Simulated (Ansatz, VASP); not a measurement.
**Mg4H in VASP and in Ansatz**

INCAR

```
SYSTEM = Mg4H
PREC = Accurate
ENCUT = 520
EDIFF = 1E-7
ISMEAR = 0
SIGMA = 0.1
LREAL = .False.
LASPH = .True.
NELM = 80
ALGO = Normal
ISIF = 2
LWAVE = .False.
LCHARG = .True.
LDIPOL = .True.
IDIPOL = 3
DIPOL = 0.5 0.5 0.300
GGA = PE
LELF = .True.
LVHAR = .True.
LVACPOTAV = .True.
NBANDS = 20
```

Contents of KPOINTS:

```
regular mesh
0
Gamma
  4 5 1
  0 0 0
```

Contents of POSCAR:

```
Mg4H
1.0
    6.4201385733      0.0000000000      0.0000000000
    0.0000000000      5.1379129567      0.0000000000
    0.0000000000      0.0000000000     21.6644777330
Mg H
8 2
Direct
    0.0000000000      0.7500000000      0.1846340378
    0.5000000000      0.7500000000      0.1846340378
    0.2500000000      0.2500000000      0.2274076137
    0.7500000000      0.2500000000      0.2274076137
    0.2500000000      0.7500000000      0.3173234500
    0.7500000000      0.7500000000      0.3173234500
    0.0000000000      0.2500000000      0.3537808678
    0.5000000000      0.2500000000      0.3537808678
    0.6915900458      0.0833333333      0.4188643661
    0.8084099542      0.0833333333      0.4188643661
```

Input for Ansatz:

```yaml
crystal:
  lattice:
    - [6.4201385733, 0.0, 0.0]
    - [0.0, 5.1379129567, 0.0]
    - [0.0, 0.0, 21.664477733]
  atoms:
    - { symbol: Mg, position: [0.0, 0.75, 0.1846340378] }
    - { symbol: Mg, position: [0.5, 0.75, 0.1846340378] }
    - { symbol: Mg, position: [0.25, 0.25, 0.2274076137] }
    - { symbol: Mg, position: [0.75, 0.25, 0.2274076137] }
    - { symbol: Mg, position: [0.25, 0.75, 0.31732345] }
    - { symbol: Mg, position: [0.75, 0.75, 0.31732345] }
    - { symbol: Mg, position: [0.0, 0.25, 0.3537808678] }
    - { symbol: Mg, position: [0.5, 0.25, 0.3537808678] }
    - { symbol: H, position: [0.6915900458, 0.0833333333, 0.4188643661] }
    - { symbol: H, position: [0.8084099542, 0.0833333333, 0.4188643661] }
basis:
  ecutwfc: 420
kpoints:
  mp_grid: { grid: [4, 5, 1] }
hamiltonian:
  xc: pbe
scf:
  occupations: { method: gaussian, width: 0.1 }
output:
  forces: true
  eigenvalues: true
efield:
  axis: 3
  dipole_correction: true
  ramp_width: 0.04
```

Alike in both runs: task single point; functional PBE; k mesh 4 × 5 × 1; occupations gaussian, width 0.1 eV; no spin polarisation.

```csv
,VASP,Ansatz
version,VASP 6.6.1,Ansatz 0.2.0
potentials or method,"VASP PAW PBE potentials, release 64 (Mg, H), cutoff 520 eV","scalar-relativistic, plane waves, PAW"
valence electrons in the cell,18,82
```

|  | VASP | Ansatz | Ansatz less VASP |
| --- | --- | --- | --- |
| gap on the k mesh at the Fermi level (eV) | none | none | - |
| rms of the force components (eV/Å) | 0.372 | 0.372 | -0.0003 |
| work function, face that differs most (eV) | 3.66 | 3.65 | -0.005 |

Atom by atom the forces differ by 0.003 eV/Å (rms over components). A gap of «none» marks a metal or a gap that the smearing closes. With one functional, cell and mesh, what is left measures potentials, basis and numerics. VASP's potentials hold 18 valence electrons a cell and Ansatz's 82, so a difference there can come from the potentials and not from the codes.
